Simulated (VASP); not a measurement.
# TiB (F-43m) in VASP: a series of runs

The runs below take TiB through single point, with LDA.

All numbers are computed with VASP 6.6.1; they aren't measurements. Logs are shortened: lines on timing, memory, paths and dates and some standing lists are left out, and cuts for length are marked.

## Step 1: The cell of the first run

The structure is cubic, space group F-43m (No. 216). Conventional cell: a = 4.257 Å, b = 4.257 Å, c = 4.257 Å, α = 90.00°, β = 90.00°, γ = 90.00°. Ti (site symmetry -43m) has 4 B at 1.84 Å within 2.4 Å. B (site symmetry -43m) has 4 Ti at 1.84 Å within 2.4 Å.

## Step 2: Single point, LDA (volume scaled by 1.04)

The input, INCAR:

```
SYSTEM = TiB
PREC = Accurate ; ENCUT = 520
EDIFF = 1E-6 ; ISMEAR = -1
SIGMA = 0.05 ; LREAL = .False.
LASPH = .True. ; NELM = 100
ALGO = Normal ; ISIF = 2
LWAVE = .False. ; LCHARG = .False.
NBANDS = 14
```

The input, KPOINTS:

```
regular mesh
0
Gamma
  13 13 13
  0 0 0
```

The input, POSCAR:

```
TiB
1.0
    0.0000000000      2.1286479074      2.1286479074
    2.1286479074      0.0000000000      2.1286479074
    2.1286479074      2.1286479074      0.0000000000
Ti B
1 1
Direct
    0.7500000000      0.7500000000      0.7500000000
    0.0000000000      0.0000000000      0.0000000000
```

Potentials or basis: VASP PAW LDA potentials, release 64 (Ti_sv, B).

Started as:

```
cat potpaw_LDA.64/Ti_sv/POTCAR potpaw_LDA.64/B/POTCAR > POTCAR
mpirun -np 1 vasp_std > vasp.out
```

OUTCAR:

```text
SYSTEM = TiB
   PREC = Accurate
   ENCUT = 520
   EDIFF = 1E-6
   ISMEAR = -1
   LREAL = .False.
   LASPH = .True.
   NELM = 100
   ISIF = 2

 ion  position               nearest neighbor table
   1  0.750  0.750  0.750-   2 1.84   2 1.84   2 1.84   2 1.84
   2  0.000  0.000  0.000-   1 1.84   1 1.84   1 1.84   1 1.84

  LATTYP: Found a face centered cubic cell.
 ALAT       =     4.2572958148

  Lattice vectors:

 A1 = (   0.0000000000,   2.1286479074,   2.1286479074)
 A2 = (   2.1286479074,   0.0000000000,   2.1286479074)
 A3 = (   2.1286479074,   2.1286479074,   0.0000000000)

Analysis of symmetry for initial positions (statically):
=====================================================================
 Subroutine PRICEL returns:
 Original cell was already a primitive cell.

 Routine SETGRP: Setting up the symmetry group for a
 face centered cubic supercell.

 Subroutine GETGRP returns: Found 24 space group operations
 (whereof 24 operations were pure point group operations)
 out of a pool of 48 trial point group operations.

The static configuration has the point symmetry T_d .

Analysis of symmetry for dynamics (positions and initial velocities):
=====================================================================
 Subroutine PRICEL returns:
 Original cell was already a primitive cell.

 Routine SETGRP: Setting up the symmetry group for a
 face centered cubic supercell.

 Subroutine GETGRP returns: Found 24 space group operations
 (whereof 24 operations were pure point group operations)
 out of a pool of 48 trial point group operations.

The dynamic configuration has the point symmetry T_d .

 Subroutine INISYM returns: Found 24 space group operations
 (whereof 24 operations are pure point group operations),
 and found     1 'primitive' translations

----------------------------------------------------------------------------------------

                                     Primitive cell

  volume of cell :      19.2904

  direct lattice vectors                    reciprocal lattice vectors
     0.000000000  2.128647907  2.128647907    -0.234890889  0.234890889  0.234890889
     2.128647907  0.000000000  2.128647907     0.234890889 -0.234890889  0.234890889
     2.128647907  2.128647907  0.000000000     0.234890889  0.234890889 -0.234890889

  length of vectors
     3.010362740  3.010362740  3.010362740     0.406842955  0.406842955  0.406842955

  position of ions in fractional coordinates (direct lattice)
     0.750000000  0.750000000  0.750000000
     0.000000000  0.000000000  0.000000000

  ion indices of the primitive-cell ions
   primitive index   ion index
[... 85 lines left out ...]
   NELECT =      15.0000    total number of electrons
   NUPDOWN=      -1.0000    fix difference up-down
   EMIN   =  10.00;   EMAX   =-10.00  energy-range for DOS
   EFERMI =   0.00;   METHOD = LEGACY
   ISMEAR =    -1;   SIGMA  =   0.05  broadening in eV -4-tet -1-fermi 0-gaus
   EFERMI_NEDOS =   21; number of points for ismear=-14 and -15
   IALGO  =     38    algorithm
   IMIX   =      4    mixing-type and parameters
     AMIX     =   0.40;   BMIX     =  1.00
     AMIX_MAG =   1.60;   BMIX_MAG =  1.00
  volume/ion in A,a.u.               =       9.65        65.09
  Fermi-wavevector in a.u.,A,eV,Ry     =   1.505421  2.844834 30.834796  2.266294
  Thomas-Fermi vector in A             =   2.616272
   LORBIT       =      0    0 simple, 1 ext, 2 COOP (PROOUT), +10 PAW based schemes
   GGA     = CA    functional components
   LHFCALC =     F    Hartree Fock is set to
   AEXX    =    0.0000 exact exchange contribution
   IVDW    =     0    specifies the selected vdW correction
   LEPSILON=     F    determine dielectric tensor
   LRPA    =     F    only Hartree local field effects (RPA)
 non-spin polarized calculation
  energy-cutoff  :      520.00
  volume of cell :       19.29
 maximum number of plane-waves:       533
   NGX = 11   NGY = 11   NGZ = 11

 number of electron      15.0000004 magnetization

 Free energy of the ion-electron system (eV)
  ---------------------------------------------------
  ext. energy  EPLUGINS =         0.00000000
  ---------------------------------------------------
  free energy    TOTEN  =       -12.46526936 eV

  energy without entropy =      -12.45766606  energy(sigma->0) =      -12.46146771

 E-fermi :   8.7111     XC(G=0): -12.8065

 val. band max:        8.6965316691   @ k =  -0.3846   0.4615   0.1538
 cond. band min:       8.7298447910   @ k =   0.3846   0.3077   0.0000
 fundamental gap:      0.0333131219
 Fermi energy:         8.7110759944

 k-point     1 :       0.0000    0.0000    0.0000
  band No.  band energies     occupation
      1     -45.5450      2.00000
      2     -22.0404      2.00000
      3     -22.0404      2.00000
      4     -22.0404      2.00000
      5      -0.0422      2.00000
      6       6.9056      2.00000
      7       6.9056      2.00000
      8       6.9056      2.00000
      9      11.8664      0.00000
     10      11.8664      0.00000
     11      20.7509      0.00000
     12      21.1082      0.00000
     13      21.1082      0.00000
     14      21.1082      0.00000
[... 377 lines left out ...]
      1     -45.4386      2.00000
      2     -22.6549      2.00000
      3     -22.2189      2.00000
      4     -22.1838      2.00000
      5       3.3962      2.00000
      6       6.0260      2.00000
      7       7.5292      2.00000
      8       8.0486      2.00000
      9      11.9271      0.00000
     10      12.8228      0.00000
     11      14.4896      0.00000
     12      17.9471      0.00000
     13      18.9053      0.00000
     14      21.9888      0.00000

 [... further k-points ...]

------------------------ aborting loop because EDIFF is reached ----------------------------------------

  FORCE on cell =-STRESS in cart. coord.  units (eV):
  Direction    XX          YY          ZZ          XY          YZ          ZX
  --------------------------------------------------------------------------------------
  -------------------------------------------------------------------------------------
  Total       10.8487835     10.8487835     10.8487835     -0.0000000      0.0000000      0.0000000
  in kB      901.0525781    901.0525781    901.0525781     -0.0000000      0.0000000      0.0000000
  external PRESSURE =     901.0525781 kB  Pullay stress =       0.0000000 kB

 VOLUME and BASIS-vectors are now :
 -----------------------------------------------------------------------------
  energy-cutoff  :      520.00
  volume of cell :       19.29
      direct lattice vectors                 reciprocal lattice vectors
     0.000000000  2.128647907  2.128647907    -0.234890889  0.234890889  0.234890889
     2.128647907  0.000000000  2.128647907     0.234890889 -0.234890889  0.234890889
     2.128647907  2.128647907  0.000000000     0.234890889  0.234890889 -0.234890889

 POSITION                                       TOTAL-FORCE (eV/Angst)
 -----------------------------------------------------------------------------------
      3.19297      3.19297      3.19297         0.000000      0.000000      0.000000
      0.00000      0.00000      0.00000        -0.000000     -0.000000     -0.000000
 -----------------------------------------------------------------------------------
    total drift:                                0.000001      0.000001      0.000001

  FREE ENERGIE OF THE ION-ELECTRON SYSTEM (eV)
  ---------------------------------------------------
  free  energy   TOTEN  =       -12.4652693606 eV

  energy  without entropy=      -12.4576660557  energy(sigma->0) =      -12.46146771
```

OSZICAR:

```text
N       E                     dE             d eps       ncg     rms          rms(c)
DAV:   1     0.124253501068E+03    0.12425E+03   -0.80067E+03  2358   0.130E+03
DAV:   2    -0.526026695119E+01   -0.12951E+03   -0.12249E+03  2424   0.336E+02
DAV:   3    -0.148218702950E+02   -0.95616E+01   -0.92455E+01  3402   0.858E+01
DAV:   4    -0.154186457342E+02   -0.59678E+00   -0.59559E+00  2810   0.156E+01
DAV:   5    -0.154270891610E+02   -0.84434E-02   -0.84417E-02  3144   0.185E+00    0.228E+01
DAV:   6    -0.123782989466E+02    0.30488E+01   -0.67077E+00  3320   0.404E+01    0.513E+00
DAV:   7    -0.124135707575E+02   -0.35272E-01   -0.80228E-01  2376   0.103E+01    0.474E+00
DAV:   8    -0.124579381357E+02   -0.44367E-01   -0.10989E-01  3434   0.270E+00    0.113E+00
DAV:   9    -0.124653257550E+02   -0.73876E-02   -0.14313E-02  2364   0.118E+00    0.189E-01
DAV:  10    -0.124653256823E+02    0.72687E-07   -0.24979E-03  2936   0.496E-01    0.179E-01
DAV:  11    -0.124652765244E+02    0.49158E-04   -0.35588E-04  2388   0.195E-01    0.108E-01
DAV:  12    -0.124652694855E+02    0.70390E-05   -0.74279E-05  3176   0.105E-01    0.774E-03
DAV:  13    -0.124652693606E+02    0.12486E-06   -0.65242E-06  2412   0.217E-02
   1 F= -.12465269E+02 E0= -.12461468E+02  d E =-.760330E-02
```

stdout:

```text
POSCAR found type information on POSCAR TiB
 POSCAR found :  2 types and       2 ions
 scaLAPACK will be used
 LDA part: xc-table for (Slater(with rela. corr.)+CA(PZ))
 , standard interpolation
 POSCAR, INCAR and KPOINTS ok, starting setup
 FFT: planning ... GRIDC
 FFT: planning ... GRID_SOFT
 FFT: planning ... GRID
 WAVECAR not read
 entering main loop
```

Run time: 11 s. Hardware: 1 thread of AMD EPYC 9R45 (Zen 5), shared host; peak memory 0.11 GiB.

Results:

```
Free energy : -12.4653 eV
Pressure    : 90.1 GPa
```

Levels at points of the mesh, in eV from the Fermi level:
| k point | band 5 | band 6 | band 7 | band 8 | band 9 | band 10 | band 11 | band 12 |
| --- | --- | --- | --- | --- | --- | --- | --- | --- |
| (0.00, 0.00, 0.00) | -8.75 | -1.81 | -1.81 | -1.81 | 3.16 | 3.16 | 12.04 | 12.40 |

## Step 3: Single point, LDA (volume scaled by 1.06)

The input, INCAR:

```
ALGO = Normal
EDIFF = 1E-6
ENCUT = 520
ISIF = 2
ISMEAR = -1
LASPH = T
LCHARG = F
LREAL = F
LWAVE = F
NBANDS = 14
NELM = 60
PREC = Accurate
SIGMA = 0.05
```

The input, KPOINTS:

```
k-points
0
Gamma
  13 13 13
```

The input, POSCAR:

```
TiB
1.0
    0.0000000000      2.1422065399      2.1422065399
    2.1422065399      0.0000000000      2.1422065399
    2.1422065399      2.1422065399      0.0000000000
Ti B
1 1
Direct
    0.7500000000      0.7500000000      0.7500000000
    0.0000000000      0.0000000000      0.0000000000
```

Potentials or basis: VASP PAW LDA potentials, release 64 (Ti_sv, B).

Started as:

```
cat potpaw_LDA.64/Ti_sv/POTCAR potpaw_LDA.64/B/POTCAR > POTCAR
mpirun -np 1 vasp_std > vasp.out
```

Run time: 12 s. Hardware: 1 thread of AMD EPYC 9R45 (Zen 5), shared host; peak memory 0.11 GiB.

Results (log left out):

* Free energy: -12.6658 eV
* Pressure: 83.1 GPa

Levels at points of the mesh, in eV from the Fermi level:
```
           k point  band 6  band 7  band 8  band 9  band 10  band 11
(0.00, 0.00, 0.00)   -1.76   -1.76   -1.76    3.11     3.11    11.86
```
